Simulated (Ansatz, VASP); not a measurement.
MgO in VASP and in Ansatz

The input INCAR:

```
PREC     = Accurate       # precision mode
ENCUT    = 520            # plane-wave cutoff, eV
EDIFF    = 1E-6           # SCF threshold, eV
ISMEAR   = 0              # smearing method
SIGMA    = 0.05           # smearing width, eV
LREAL    = False          # projectors in reciprocal space
LASPH    = True           # aspherical terms in the spheres
NELM     = 60             # most SCF steps
ALGO     = Normal         # electronic algorithm
ISIF     = 2              # what is computed and relaxed
LWAVE    = False          # write WAVECAR
LCHARG   = False          # write CHGCAR
GGA      = PE             # functional
NBANDS   = 16             # bands
```

The input KPOINTS:

```
regular mesh
0
Gamma
  9 9 6
```

Contents of POSCAR:

```
MgO
1.0
    3.6974000000      0.0000000000      0.0000000000
   -1.8487000000      3.2020423279      0.0000000000
    0.0000000000      0.0000000000      4.0274000000
Mg O
2 2
Direct
    0.6666666667      0.3333333333      0.7500000000
    0.3333333333      0.6666666667      0.2500000000
    0.6666666667      0.3333333333      0.2500000000
    0.3333333333      0.6666666667      0.7500000000
```

Input for Ansatz:

```yaml
crystal:
  lattice:
    - [3.6974, 0.0, 0.0]
    - [-1.8487, 3.2020423279, 0.0]
    - [0.0, 0.0, 4.0274]
  atoms:
    - { symbol: Mg, position: [0.6666666667, 0.3333333333, 0.75] }
    - { symbol: Mg, position: [0.3333333333, 0.6666666667, 0.25] }
    - { symbol: O, position: [0.6666666667, 0.3333333333, 0.25] }
    - { symbol: O, position: [0.3333333333, 0.6666666667, 0.75] }
basis:
  ecutwfc: 520.0
kpoints:
  mp_grid: { grid: [9, 9, 6] }
hamiltonian:
  xc: pbe
  pseudopotentials: { kind: paw, azcp: { folder: soft_1 } }
scf:
  occupations: { method: gaussian, width: 0.05 }
output:
  forces: true
  stress: true
  eigenvalues: true
```

Alike in both runs: task single point; functional PBE; k mesh 9 × 9 × 6; occupations gaussian, width 0.05 eV; no spin polarisation.

```csv
,VASP,Ansatz
version,VASP 6.6.1,Ansatz 0.2.0
potentials or method,"VASP PAW PBE potentials, release 64 (Mg, O), cutoff 520 eV","scalar-relativistic, plane waves, PAW"
valence electrons in the cell,16,32
```

Ansatz gave:

* gap on the k mesh at the Fermi level (eV): 3.22
* least direct gap on the mesh (eV): 3.22
* pressure (GPa): -2.5
* traceless stress, the component that is largest in VASP (GPa): 9.63

What did VASP give for the same quantities?

gap on the k mesh at the Fermi level (eV): 3.20; least direct gap on the mesh (eV): 3.20; pressure (GPa): -3.0; traceless stress, the component that is largest in VASP (GPa): 9.60.

The functional is the same, so the differences come from potentials, cutoffs and numerics. VASP's potentials hold 16 valence electrons a cell and Ansatz's 32, so a difference there can come from the potentials and not from the codes.
